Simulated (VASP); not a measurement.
# GeSb4Te4 in VASP: notebook

Runs on GeSb4Te4. Level: PBE. Tasks: single point.

Everything below comes from runs of VASP 6.6.1. Logs are shortened: lines on timing, memory, paths and dates and some standing lists are left out, and cuts for length are marked.

## Step 1: The cell of the first run

The cell holds an amorphous packing of atoms, 18 atoms: a = 8.025 Å, b = 8.874 Å, c = 8.391 Å, α = 91.69°, β = 93.61°, γ = 89.48°.

## Step 2: Single point, PBE

Contents of INCAR:

```
SYSTEM = GeSb4Te4
ALGO = Normal
EDIFF = 1E-6
ENCUT = 520
GGA = PE
ISIF = 2
ISMEAR = -1
ISYM = 0
LASPH = .True.
LCHARG = .False.
LREAL = Auto
LWAVE = .False.
NBANDS = 73
NELM = 60
PREC = Accurate
SIGMA = 0.1362
```

Contents of KPOINTS:

```
Automatic mesh
0
Gamma
  1 1 1
  0.25 0.25 0.25
```

Contents of POSCAR:

```
GeSb4Te4
1.0
    8.0204470000      0.0365690000     -0.2582360000
    0.0365690000      8.8728170000     -0.1270320000
   -0.2582360000     -0.1270320000      8.3859190000
Ge Sb Te
2 8 8
Direct
    0.6889985077      0.5457139520      0.7378220984
    0.7007087975      0.0357537390      0.3072974001
    0.1148844199      0.4290129992      0.6181437803
    0.7717741124      0.6905138531      0.1799236572
    0.2328722940      0.9611821400      0.8128199067
    0.6622718697      0.0319931680      0.8943191074
    0.1256919491      0.6817345209      0.3892174830
    0.3622488608      0.1953523856      0.3893904414
    0.4674480250      0.7271232778      0.9442729929
    0.1163517626      0.0063242660      0.4768871006
    0.3979515096      0.4448586441      0.1404530248
    0.9716402521      0.0968308077      0.1834258241
    0.7338449867      0.4468054235      0.3853260186
    0.1409129424      0.7469129247      0.0944780932
    0.9716287637      0.4188568510      0.8820272112
    0.7710713567      0.9193297778      0.5972053490
    0.4022168679      0.7394972708      0.5868885321
    0.4049143121      0.2548306890      0.7509397723
```

Potentials or basis: VASP PAW PBE potentials, release 64 (Ge_d, Sb, Te).

Command:

```
cat potpaw_PBE.64/Ge_d/POTCAR potpaw_PBE.64/Sb/POTCAR potpaw_PBE.64/Te/POTCAR > POTCAR
mpirun -np 1 vasp_std > vasp.out
```

OUTCAR:

```text
SYSTEM = GeSb4Te4
   EDIFF = 1E-6
   ENCUT = 520
   GGA = PE
   ISIF = 2
   ISMEAR = -1
   ISYM = 0
   LASPH = .True.
   LREAL = Auto
   NELM = 60
   PREC = Accurate

 ion  position               nearest neighbor table
   1  0.689  0.546  0.738-  15 2.75   9 2.99  17 3.09  13 3.10
   2  0.701  0.036  0.307-  12 2.54  16 2.70   8 3.16   4 3.27
   3  0.115  0.429  0.618-  15 2.56  18 2.96   7 3.00   8 3.48  13 3.53  17 3.63
   4  0.772  0.691  0.180-  13 2.84   9 3.07  14 3.14   7 3.25   2 3.27  11 3.72
   5  0.233  0.961  0.813-  10 2.95   9 2.98  18 3.03  17 3.06  14 3.20   6 3.53
   6  0.662  0.032  0.894-  16 2.84  18 3.06   9 3.19  12 3.40   5 3.53
   7  0.126  0.682  0.389-  14 2.57  17 2.73  10 2.95   3 3.00   4 3.25  11 3.71
   8  0.362  0.195  0.389-  10 2.75  18 3.06  11 3.12   2 3.16   3 3.48  12 3.59
   9  0.467  0.727  0.944-   5 2.98  14 2.98   1 2.99  17 3.02   4 3.07  11 3.11   6 3.19
  10  0.116  0.006  0.477-   8 2.75  12 2.79   5 2.95   7 2.95  16 3.12  17 3.39
  11  0.398  0.445  0.140-   9 3.11   8 3.12  13 3.28  14 3.38  18 3.64   7 3.71   4 3.72
  12  0.972  0.097  0.183-   2 2.54  10 2.79   6 3.40  14 3.46   8 3.59
  13  0.734  0.447  0.385-   4 2.84   1 3.10  11 3.28   3 3.53
  14  0.141  0.747  0.094-   7 2.57   9 2.98   4 3.14   5 3.20  11 3.38  12 3.46  15 3.60
  15  0.972  0.419  0.882-   3 2.56   1 2.75  14 3.60
  16  0.771  0.919  0.597-   2 2.70   6 2.84  10 3.12  17 3.37
  17  0.402  0.739  0.587-   7 2.73   9 3.02   5 3.06   1 3.09  16 3.37  10 3.39   3 3.63
  18  0.405  0.255  0.751-   3 2.96   5 3.03   6 3.06   8 3.06  11 3.64

IMPORTANT INFORMATION: All symmetrisations will be switched off!
NOSYMM: (Re-)initialisation of all symmetry stuff for point group C_1.

----------------------------------------------------------------------------------------

                                     Primitive cell

  volume of cell :     596.0453

  direct lattice vectors                    reciprocal lattice vectors
     8.020447000  0.036569000 -0.258236000     0.124806945 -0.000459462  0.003836345
     0.036569000  8.872817000 -0.127032000    -0.000459462  0.112729918  0.001693512
    -0.258236000 -0.127032000  8.385919000     0.003836345  0.001693512  0.119391305

  length of vectors
     8.024686486  8.873801662  8.390855763     0.124866737  0.112743574  0.119464929

  position of ions in fractional coordinates (direct lattice)
     0.688998508  0.545713952  0.737822098
     0.700708797  0.035753739  0.307297400
     0.114884420  0.429012999  0.618143780
     0.771774112  0.690513853  0.179923657
     0.232872294  0.961182140  0.812819907
     0.662271870  0.031993168  0.894319107
[... 10 lines left out ...]
     0.402216868  0.739497271  0.586888532
     0.404914312  0.254830689  0.750939772

  ion indices of the primitive-cell ions
   primitive index   ion index
                 1           1
                 2           2
                 3           3
                 4           4
                 5           5
                 6           6
[... 10 lines left out ...]
                17          17
                18          18

----------------------------------------------------------------------------------------

 KPOINTS: Automatic mesh

Automatic generation of k-mesh.
 Grid dimensions read from file:
 generate k-points for:    1    1    1

 Generating k-lattice:

  Cartesian coordinates                     Fractional coordinates (reciprocal lattice)
     0.124806945 -0.000459462  0.003836345     1.000000000  0.000000000  0.000000000
    -0.000459462  0.112729918  0.001693512    -0.000000000  1.000000000  0.000000000
     0.003836345  0.001693512  0.119391305     0.000000000  0.000000000  1.000000000

  Length of vectors
     0.124866737  0.112743574  0.119464929

  Shift w.r.t. Gamma in fractional coordinates (k-lattice)
     0.250000000  0.250000000  0.250000000

 Subroutine IBZKPT returns following result:
 ===========================================

 Found      1 irreducible k-points:

 Following reciprocal coordinates:
            Coordinates               Weight
  0.250000  0.250000  0.250000      2.000000
   k-points           NKPTS =      1   k-points in BZ     NKDIM =      1   number of bands    NBANDS=     73
   number of dos      NEDOS =    301   number of ions     NIONS =     18
   total plane-waves  NPLWV = 268800
   dimension x,y,z NGX =    60 NGY =   70 NGZ =   64
   dimension x,y,z NGXF=   120 NGYF=  140 NGZF=  128
   ions per type =               2   8   8
   NGX,Y,Z   is equivalent  to a cutoff of  12.43, 13.11, 12.68 a.u.
   NGXF,Y,Z  is equivalent  to a cutoff of  24.86, 26.23, 25.36 a.u.
 SYSTEM =  GeSb4Te4
   PREC   = accura    normal or accurate (medium, high low for compatibility)
   ISTART =      0    job   : 0-new  1-cont  2-samecut
   ICHARG =      2    charge: 1-file 2-atom 10-const
   ISPIN  =      1    spin polarized calculation?
   LNONCOLLINEAR =      F non collinear calculations
   LSORBIT =      F    spin-orbit coupling
   LASPH  =      T    aspherical Exc in radial PAW
   ENCUT  =  520.0 eV  38.22 Ry    6.18 a.u.  14.92 16.50 15.60*2*pi/ulx,y,z
   NELM   =     60;   NELMIN=  2; NELMDL= -5     # of ELM steps
   EDIFF  = 0.1E-05   stopping-criterion for ELM
   LREAL  =      T    real-space projection
   EDIFFG = 0.1E-04   stopping-criterion for IOM
   NSW    =      0    number of steps for IOM
   IBRION =     -1    ionic relax: 0-MD 1-quasi-New 2-CG
   NFREE  =      0    steps in history (QN), initial steepest desc. (CG)
   ISIF   =      2    stress and relaxation
   ISYM   =      0    0-nonsym 1-usesym 2-fastsym
   POTIM  = 0.5000    time-step for ionic-motion
   TEBEG  =    0.0;   TEEND  =   0.0 temperature during run
   PSTRESS=    0.0 pullay stress
   NELECT =     116.0000    total number of electrons
   NUPDOWN=      -1.0000    fix difference up-down
   EMIN   =  10.00;   EMAX   =-10.00  energy-range for DOS
   EFERMI =   0.00;   METHOD = LEGACY
   ISMEAR =    -1;   SIGMA  =   0.14  broadening in eV -4-tet -1-fermi 0-gaus
   EFERMI_NEDOS =   21; number of points for ismear=-14 and -15
   IALGO  =     38    algorithm
   IMIX   =      4    mixing-type and parameters
     AMIX     =   0.40;   BMIX     =  1.00
     AMIX_MAG =   1.60;   BMIX_MAG =  1.00
  volume/ion in A,a.u.               =      33.11       223.46
  Fermi-wavevector in a.u.,A,eV,Ry     =   0.948712  1.792806 12.245986  0.900055
  Thomas-Fermi vector in A             =   2.076926
   LORBIT       =      0    0 simple, 1 ext, 2 COOP (PROOUT), +10 PAW based schemes
   GGA     = PE    functional components
[... 5 lines left out ...]
 non-spin polarized calculation
  energy-cutoff  :      520.00
  volume of cell :      596.05
 maximum number of plane-waves:     16039
 NGX is ok and might be reduce to    60
   NGX = 29   NGY = 33   NGZ = 31

 number of electron     115.9999983 magnetization

 Free energy of the ion-electron system (eV)
  ---------------------------------------------------
  ext. energy  EPLUGINS =         0.00000000
  ---------------------------------------------------
  free energy    TOTEN  =       -61.92163697 eV

  energy without entropy =      -61.26334022  energy(sigma->0) =      -61.59248860

 E-fermi :   5.7308     XC(G=0):  -8.9863

 val. band max:        5.6889111878   @ k =   0.2500   0.2500   0.2500
 cond. band min:       5.8182668993   @ k =   0.2500   0.2500   0.2500
 fundamental gap:      0.1293557115
 Fermi energy:         5.7308341129

 k-point     1 :       0.2500    0.2500    0.2500
  band No.  band energies     occupation
      1     -19.3380      2.00000
      2     -19.3267      2.00000
      3     -19.3195      2.00000
      4     -19.2936      2.00000
      5     -19.2873      2.00000
      6     -19.1321      2.00000
[... 62 lines left out ...]
     69       7.5041      0.00000
     70       7.7391      0.00000
 [bands above 70 left out]

------------------------ aborting loop because EDIFF is reached ----------------------------------------

  FORCE on cell =-STRESS in cart. coord.  units (eV):
  Direction    XX          YY          ZZ          XY          YZ          ZX
  --------------------------------------------------------------------------------------
  -------------------------------------------------------------------------------------
  Total       15.5328489      5.9751502     20.9385868     -3.0508968     -8.1525574      0.5592577
  in kB       41.7524978     16.0612806     56.2831910     -8.2008499    -21.9141794      1.5032919
  external PRESSURE =      38.0323231 kB  Pullay stress =       0.0000000 kB

 VOLUME and BASIS-vectors are now :
 -----------------------------------------------------------------------------
  energy-cutoff  :      520.00
  volume of cell :      596.05
      direct lattice vectors                 reciprocal lattice vectors
     8.020447000  0.036569000 -0.258236000     0.124806945 -0.000459462  0.003836345
     0.036569000  8.872817000 -0.127032000    -0.000459462  0.112729918  0.001693512
    -0.258236000 -0.127032000  8.385919000     0.003836345  0.001693512  0.119391305

 POSITION                                       TOTAL-FORCE (eV/Angst)
 -----------------------------------------------------------------------------------
      5.35550      4.77349      5.94007        -0.233629     -0.189009     -0.560104
      5.54195      0.30382      2.39148        -1.724726     -0.166092     -0.150247
      0.77749      3.73223      5.09954         0.216369     -0.273903     -1.909426
      6.16876      6.13217      1.22181        -0.166310      0.706688      0.424956
      1.69299      8.43366      6.63400         0.220560      0.506920      0.272441
      5.08194      0.19448      7.32460        -0.162249      0.390971      0.436453
[... 10 lines left out ...]
      3.10145      6.50158      4.72379         0.889303     -0.321546      0.276781
      3.06299      2.18048      6.16039         0.716064     -0.002646     -0.042322
 -----------------------------------------------------------------------------------
    total drift:                                0.010342     -0.015354     -0.008237

  FREE ENERGIE OF THE ION-ELECTRON SYSTEM (eV)
  ---------------------------------------------------
  free  energy   TOTEN  =       -61.9216369741 eV

  energy  without entropy=      -61.2633402182  energy(sigma->0) =      -61.59248860
```

It took 59 s on 1 thread of AMD EPYC 9R45 (Zen 5), shared host; peak memory 0.52 GiB.

Results:

```yaml
Free_energy: -61.9216 eV
Pressure: 3.8 GPa
Largest_force: 3.310 eV/Å
Band_gap_on_the_k_mesh: 0.13 eV
```

Forces in eV/Å, atoms in the order of the input:
```
Ge  -0.234 -0.189 -0.560
Ge  -1.725 -0.166 -0.150
Sb   0.216 -0.274 -1.909
Sb  -0.166  0.707  0.425
Sb   0.221  0.507  0.272
Sb  -0.162  0.391  0.436
Sb  -1.452 -0.612  1.703
Sb   1.286  0.641 -0.508
Sb   1.045 -0.387  0.782
Sb  -0.491 -0.139  0.414
Te   0.176 -0.625  0.124
Te   0.482  0.530 -1.205
Te  -0.322  0.078  0.543
Te   0.263  0.890 -3.177
Te  -0.804 -0.436  2.020
Te   0.062 -0.591  0.556
Te   0.889 -0.322  0.277
Te   0.716 -0.003 -0.042
```

Stress tensor (GPa, compression positive):
```
 4.18 -0.82  0.15
-0.82  1.61 -2.19
 0.15 -2.19  5.63
```

Caveat: the k points lie up to 0.78 Å⁻¹ apart; spin-orbit coupling is left out, which moves the levels of the heavy elements.

## Step 3: Single point, PBE

Contents of INCAR:

```
  PREC = Accurate
  ENCUT = 520
  EDIFF = 1E-6
  ISMEAR = -1
  SIGMA = 0.1362
  LREAL = Auto
  LASPH = True
  NELM = 100
  ALGO = Normal
  ISIF = 2
  LWAVE = False
  LCHARG = False
  GGA = PE
  ISYM = 0
  NBANDS = 73
```

KPOINTS is that of step 2.

Contents of POSCAR:

```
GeSb4Te4
1.0
    8.0204470000      0.0365690000     -0.2582360000
    0.0365690000      8.8728170000     -0.1270320000
   -0.2582360000     -0.1270320000      8.3859190000
Ge Sb Te
2 8 8
Direct
    0.6969955485      0.5493878484      0.7173725598
    0.6903435221      0.0342679389      0.2785544047
    0.1288750936      0.4160687564      0.6317208925
    0.7627766298      0.6844283557      0.1786520581
    0.2413728813      0.9680794264      0.8172063471
    0.6641174815      0.0396732922      0.8868472042
    0.1292958462      0.6918128888      0.4217707346
    0.3499569410      0.1989160914      0.3830188665
    0.4662639524      0.7294080370      0.9502317277
    0.1189075597     -0.0044475780      0.4672978868
    0.3955577039      0.4543896917      0.1427886759
    0.9918202521      0.1004117222      0.1750481010
    0.7278429317      0.4427457350      0.3899046871
    0.1398414439      0.7436499336      0.0844089280
    0.9690094247      0.4013700881      0.8898234007
    0.7753911928      0.9177314582      0.5976412582
    0.4056548915      0.7384524200      0.6018371730
    0.3955631095      0.2397929065      0.7564938330
```

Potentials or basis: VASP PAW PBE potentials, release 64 (Ge_d, Sb, Te).

Command:

```
cat potpaw_PBE.64/Ge_d/POTCAR potpaw_PBE.64/Sb/POTCAR potpaw_PBE.64/Te/POTCAR > POTCAR
mpirun -np 1 vasp_std > vasp.out
```

OUTCAR:

```text
PREC = Accurate
   ENCUT = 520
   EDIFF = 1E-6
   ISMEAR = -1
   LREAL = Auto
   LASPH = True
   NELM = 100
   ISIF = 2
   GGA = PE
   ISYM = 0

 ion  position               nearest neighbor table
   1  0.697  0.549  0.717-  15 2.87  13 2.90  17 2.99   9 3.16
   2  0.690  0.034  0.279-  12 2.70  16 2.94   8 3.24   4 3.25   6 3.28
   3  0.129  0.416  0.632-  15 2.59  18 2.81   7 3.06   8 3.37  17 3.66  13 3.70
   4  0.763  0.684  0.179-  13 2.85   9 2.99  14 3.23   2 3.25   7 3.47  11 3.59
   5  0.241  0.968  0.817-  18 2.79   9 2.97  17 3.03  10 3.05  14 3.19   6 3.47
[... 254 lines left out ...]
  Total       16.3835853     12.0115797     13.8380331     -3.4734900     -5.5353728      3.0196176
  in kB       44.0392882     32.2872809     37.1968111     -9.3367858    -14.8791533      8.1167711
  external PRESSURE =      37.8411267 kB  Pullay stress =       0.0000000 kB

 VOLUME and BASIS-vectors are now :
 -----------------------------------------------------------------------------
  energy-cutoff  :      520.00
  volume of cell :      596.05
      direct lattice vectors                 reciprocal lattice vectors
     8.020447000  0.036569000 -0.258236000     0.124806945 -0.000459462  0.003836345
     0.036569000  8.872817000 -0.127032000    -0.000459462  0.112729918  0.001693512
    -0.258236000 -0.127032000  8.385919000     0.003836345  0.001693512  0.119391305

 POSITION                                       TOTAL-FORCE (eV/Angst)
 -----------------------------------------------------------------------------------
      5.42505      4.80898      5.76605         0.112449     -0.104152     -0.131890
      5.46618      0.29391      2.15331        -0.592454     -0.252389      0.060903
      0.88572      3.61617      5.21143        -0.501621      0.411488     -1.828982
      6.09670      6.07801      1.21424         0.230082      0.927606      0.369986
      1.76029      8.49461      6.66772        -0.426688      0.291930      0.217630
      5.09895      0.26364      7.26049         0.095409      0.092706      0.739983
[... 10 lines left out ...]
      3.12512      6.49053      4.84840         1.504285     -0.354920      0.273981
      2.98601      2.04601      6.21129         1.275748      0.481295     -0.087204
 -----------------------------------------------------------------------------------
    total drift:                                0.004266      0.015648      0.013099

  FREE ENERGIE OF THE ION-ELECTRON SYSTEM (eV)
  ---------------------------------------------------
  free  energy   TOTEN  =       -61.8482142758 eV

  energy  without entropy=      -61.1507918716  energy(sigma->0) =      -61.49950307
```

stdout:

```text
POSCAR found type information on POSCAR GeSbTe
 POSCAR found :  3 types and      18 ions
 scaLAPACK will be used
 LDA part: xc-table for (Slater+PW92), standard interpolation
 POSCAR, INCAR and KPOINTS ok, starting setup
 FFT: planning ... GRIDC
 FFT: planning ... GRID_SOFT
 FFT: planning ... GRID
 WAVECAR not read
 entering main loop
```

Run time: 51 s. Hardware: 1 thread of AMD EPYC 9R45 (Zen 5), shared host; peak memory 0.52 GiB.

What came out:

* Free energy: -61.8482 eV
* Pressure: 3.8 GPa
* Largest force: 2.905 eV/Å
* Band gap on the k mesh: 0.09 eV

Forces in eV/Å, atoms in the order of the input:
```
Ge   0.112 -0.104 -0.132
Ge  -0.592 -0.252  0.061
Sb  -0.502  0.411 -1.829
Sb   0.230  0.928  0.370
Sb  -0.427  0.292  0.218
Sb   0.095  0.093  0.740
Sb  -1.779 -1.783 -1.448
Sb   1.209  0.680 -0.515
Sb   1.325 -0.337  0.772
Sb  -0.661  0.997  1.010
Te  -0.136 -0.593  0.197
Te  -0.265  0.259 -0.802
Te  -0.109 -0.119  0.440
Te  -0.218  0.034 -0.521
Te  -0.955 -0.214  1.365
Te  -0.109 -0.416 -0.113
Te   1.504 -0.355  0.274
Te   1.276  0.481 -0.087
```

Stress tensor (GPa, compression positive):
```
 4.40 -0.93  0.81
-0.93  3.23 -1.49
 0.81 -1.49  3.72
```

Caveat: the k points lie up to 0.78 Å⁻¹ apart; spin-orbit coupling is left out, which moves the levels of the heavy elements.

## Step 4: Single point, PBE

Contents of INCAR:

```
ALGO = Normal ; EDIFF = 1E-7
ENCUT = 520 ; GGA = PE
ISIF = 2 ; ISMEAR = -1
ISYM = 0 ; LASPH = T
LCHARG = F ; LREAL = Auto
LWAVE = F ; NBANDS = 73
NELM = 100 ; PREC = Accurate
SIGMA = 0.0758
```

KPOINTS is that of step 3.

Contents of POSCAR:

```
GeSb4Te4
1.0
    8.0204470000      0.0365690000     -0.2582360000
    0.0365690000      8.8728170000     -0.1270320000
   -0.2582360000     -0.1270320000      8.3859190000
Ge Sb Te
2 8 8
Direct
    0.7088998460      0.5474577680      0.6984488064
    0.6933132842      0.0364754791      0.2841018381
    0.1253378066      0.4069881409      0.6226838408
    0.7750542299      0.6718953851      0.1856205764
    0.2425425380      0.9781072335      0.8319559410
    0.6687869347      0.0320373697      0.8742961426
    0.1223213009      0.6812341236      0.4112655150
    0.3421332206      0.2062324894      0.3935434196
    0.4724018514      0.7399806085      0.9476965352
    0.1186699638      0.9903584907      0.4779448832
    0.3937829620      0.4515398850      0.1399097644
    0.9875595331      0.0992402450      0.1603107674
    0.7263750674      0.4317305817      0.4000901739
    0.1363742239      0.7528432633      0.0802520176
    0.9674074863      0.4154398676      0.8802982234
    0.7837590109      0.9197206245      0.5953309044
    0.4000801904      0.7418139868      0.6039760487
    0.4018060711      0.2510463471      0.7490234180
```

Command:

```
cat potpaw_PBE.64/Ge_d/POTCAR potpaw_PBE.64/Sb/POTCAR potpaw_PBE.64/Te/POTCAR > POTCAR
mpirun -np 1 vasp_std > vasp.out
```

Run time: 60 s. Hardware: 1 thread of AMD EPYC 9R45 (Zen 5), shared host; peak memory 0.53 GiB.

Results (log left out):

```yaml
Free_energy: -61.7313 eV
Pressure: 3.6 GPa
Largest_force: 2.335 eV/Å
Band_gap_on_the_k_mesh: 0.09 eV
```

Forces in eV/Å, atoms in the order of the input:
```
Ge  -0.375  0.266  0.282
Ge  -0.468 -0.213 -0.091
Sb  -0.350  0.488 -2.256
Sb  -0.153  0.895 -0.008
Sb  -0.453  0.360  0.100
Sb  -0.093  0.468  1.273
Sb  -0.918 -1.157 -0.879
Sb   0.972  0.393 -0.736
Sb   1.317 -0.451  0.766
Sb  -0.391  0.844  0.185
Te  -0.109 -0.383  0.000
Te  -0.108 -0.051  0.013
Te  -0.125 -0.315  0.031
Te  -0.034  0.108 -0.475
Te  -0.973 -0.231  2.003
Te  -0.291 -0.694 -0.452
Te   1.094 -0.569  0.037
Te   1.456  0.242  0.207
```

Stress tensor (GPa, compression positive):
```
 4.54 -1.08  0.05
-1.08  2.48 -0.90
 0.05 -0.90  3.93
```

Levels at points of the mesh, in eV from the valence-band top:
```
           k point  band 56  band 57  band 58  band 59  band 60  band 61
(0.25, 0.25, 0.25)    -0.60    -0.20     0.00     0.09     0.28     0.37
```

Caveat: the k points lie up to 0.78 Å⁻¹ apart; spin-orbit coupling is left out, which moves the levels of the heavy elements.

(Part 1 of 2 ends here.)
